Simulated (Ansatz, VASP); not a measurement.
# BeAlS3 in VASP and in Ansatz

INCAR

```
PREC     = Accurate       # precision mode
ENCUT    = 520            # plane-wave cutoff, eV
EDIFF    = 1E-6           # SCF threshold, eV
ISMEAR   = 0              # smearing method
SIGMA    = 0.1            # smearing width, eV
LREAL    = False          # projectors in reciprocal space
LASPH    = True           # aspherical terms in the spheres
NELM     = 100            # most SCF steps
ALGO     = Normal         # electronic algorithm
ISIF     = 2              # what is computed and relaxed
LWAVE    = False          # write WAVECAR
LCHARG   = True           # write CHGCAR
GGA      = PE             # functional
LELF     = True           # ELF
LVHAR    = True         
NBANDS   = 20             # bands
```

Contents of KPOINTS:

```
Automatic mesh
0
Gamma
  6 6 4
```

Contents of POSCAR:

```
BeAlS3
1.0
    5.0862581100      0.0000000000      0.0000000000
   -2.5431290600      4.4048287400      0.0000000000
    0.0000000000      0.0000000000      4.4303037700
Be Al S
1 1 3
Direct
    0.0000000000      0.0000000000      0.5000000000
    0.0000000000      0.0000000000      0.0000000000
    0.5000000000      0.0000000000      0.5000000000
    0.0000000000      0.5000000000      0.5000000000
    0.5000000000      0.5000000000      0.5000000000
```

Input for Ansatz:

```yaml
crystal:
  lattice:
    - [5.08625811, 0.0, 0.0]
    - [-2.54312906, 4.40482874, 0.0]
    - [0.0, 0.0, 4.43030377]
  atoms:
    - { symbol: Be, position: [0.0, 0.0, 0.5] }
    - { symbol: Al, position: [0.0, 0.0, 0.0] }
    - { symbol: S, position: [0.5, 0.0, 0.5] }
    - { symbol: S, position: [0.0, 0.5, 0.5] }
    - { symbol: S, position: [0.5, 0.5, 0.5] }
basis:
  ecutwfc: 420
kpoints:
  mp_grid: { grid: [6, 6, 4] }
hamiltonian:
  xc: pbe
scf:
  occupations: { method: gaussian, width: 0.1 }
  lower_state_search: "off"
output:
  forces: true
  stress: true
  eigenvalues: true
```

Alike in both runs: task single point; functional PBE; k mesh 6 × 6 × 4; occupations gaussian, width 0.1 eV; no spin polarisation.

```csv
,VASP,Ansatz
version,VASP 6.6.1,Ansatz 0.2.0
potentials or method,"VASP PAW PBE potentials, release 64 (Be, Al, S), cutoff 520 eV","scalar-relativistic, plane waves, PAW"
valence electrons in the cell,23,23
```

```tsv
	VASP	Ansatz	Ansatz less VASP
gap on the k mesh at the Fermi level (eV)	none	none	-
pressure (GPa)	2.0	2.1	+0.07
traceless stress, the component that is largest in VASP (GPa)	1.84	1.78	-0.056
```

A gap of «none» marks a metal or a gap that the smearing closes. The functional is the same, so the differences come from potentials, cutoffs and numerics.
